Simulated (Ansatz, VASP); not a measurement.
Ni: VASP beside Ansatz

The input POSCAR:

```
Ni
1.0
    0.0000000000      1.7275387685      1.7275387685
    1.7275387685      0.0000000000      1.7275387685
    1.7275387685      1.7275387685      0.0000000000
Ni
1
Direct
    0.0000000000      0.0000000000      0.0000000000
```

INCAR.step1

```
PREC = Accurate
ENCUT = 520
ISMEAR = 0
SIGMA = 0.05
LREAL = False
LASPH = True
NELM = 150
ISPIN = 2
MAGMOM = 0.9
LMAXMIX = 4
NBANDS = 15
GGA = PE
ALGO = Normal
EDIFF = 1E-4
LWAVE = True
LCHARG = False
```

File INCAR.step2:

```
PREC = Accurate
ENCUT = 520
EDIFF = 1E-6
ISMEAR = 0
SIGMA = 0.05
LREAL = False
LASPH = True
NELM = 150
ALGO = Normal
ISIF = 2
LWAVE = False
LCHARG = False
ISPIN = 2
MAGMOM = 0.9
LORBIT = 11
LMAXMIX = 4
METAGGA = R2SCAN
LMIXTAU = True
NBANDS = 15
ISTART = 1
```

KPOINTS

```
Automatic mesh
0
Gamma
  22 22 22
```

Input for Ansatz:

```yaml
crystal:
  lattice:
    - [0.0, 1.7275387685, 1.7275387685]
    - [1.7275387685, 0.0, 1.7275387685]
    - [1.7275387685, 1.7275387685, 0.0]
  atoms:
    - { symbol: Ni, position: [0.0, 0.0, 0.0], spin: 0.9 }
basis:
  ecutwfc: 500
  ecutrho_ratio: 4
kpoints:
  mp_grid: { grid: [22, 22, 22] }
hamiltonian:
  xc: r2scan
scf:
  occupations: { method: gaussian, width: 0.05 }
output:
  forces: true
  stress: true
  eigenvalues: true
  populations: true
magnetization:
  spin_polarized: true
```

Alike in both runs: task single point; functional r2SCAN; k mesh 22 × 22 × 22; occupations gaussian, width 0.05 eV; collinear spin.

|  | VASP | Ansatz |
| --- | --- | --- |
| version | VASP 6.6.1 | Ansatz 0.2.0 |
| potentials or method | VASP PAW PBE potentials, release 64 (Ni), cutoff 520 eV | scalar-relativistic, plane waves, PAW |
| valence electrons in the cell | 10 | 18 |

|  | VASP | Ansatz | Ansatz less VASP |
| --- | --- | --- | --- |
| gap on the k mesh at the Fermi level (eV) | none | none | - |
| pressure (GPa) | 4.9 | 4.5 | -0.31 |
| net moment per atom (μB) | 0.71 | 0.74 | +0.027 |
| size of the moment on the site where the two differ most (μB) | 0.72 | 0.80 | +0.075 |

VASP's potentials were made for PBE, not for r2SCAN. Site moments also hang on the region over which each program counts them. A gap of «none» marks a metal or a gap that the smearing closes. VASP's potentials hold 10 valence electrons a cell and Ansatz's 18, so a difference there can come from the potentials and not from the codes. Ansatz's warnings: stability check not made.
